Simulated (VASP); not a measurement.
## BeTe: single point with PBE

Crystal: BeTe.

```
CELL_PARAMETERS angstrom
0.00000 2.91348 2.82862
2.91348 0.00000 2.82862
2.91348 2.91348 0.00000
ATOMIC_POSITIONS crystal
Be 0.00000 0.00000 0.00000
Te 0.25000 0.25000 0.25000
```

This cell differs from its parent crystal: biaxial xy strain +3.0%.

- Program: VASP 6.6.1
- Task: single point
- Functional: PBE
- Potentials or basis: VASP PAW PBE potentials, release 64 (Be, Te)
- Cutoff: 520 eV
- k mesh: 4 × 4 × 4
- Occupations: gaussian, width 0.01 eV
- Spin: no spin polarisation

```json
{
 "Pressure": "-2.3 GPa",
 "Band gap on the k mesh": "1.92 eV, indirect (least direct gap 3.21 eV)"
}
```

Stress tensor (GPa, compression positive):
```
-2.88  0.00  0.00
 0.00 -2.88  0.00
 0.00  0.00 -1.25
```

Levels at points of the mesh, in eV from the valence-band top:
```csv
k point,band 1,band 2,band 3,band 4,band 5,band 6,band 7,band 8
"(0.00, 0.00, 0.00)",-11.93,-0.14,-0.14,0.00,3.21,3.52,3.58,3.58
"(0.50, 0.00, 0.00)",-10.76,-5.19,-1.22,-1.00,2.76,4.43,4.61,7.73
"(0.50, 0.50, 0.00)",-10.27,-4.74,-2.61,-2.61,1.92,2.49,9.17,9.17
"(0.50, 0.00, 0.50)",-10.37,-4.89,-2.44,-2.40,2.10,2.73,9.05,9.14
```

Run time: 8.1 s on 1 thread of AMD EPYC 7R43 64-Core Processor (Zen 3), on a shared host, peak memory 0.13 GiB.

Caveat: the k points lie up to 0.47 Å⁻¹ apart; the cell differs from its parent crystal (biaxial xy strain +3.0%); spin-orbit coupling is left out, which moves the levels of the heavy elements. A k mesh can miss the band edges.
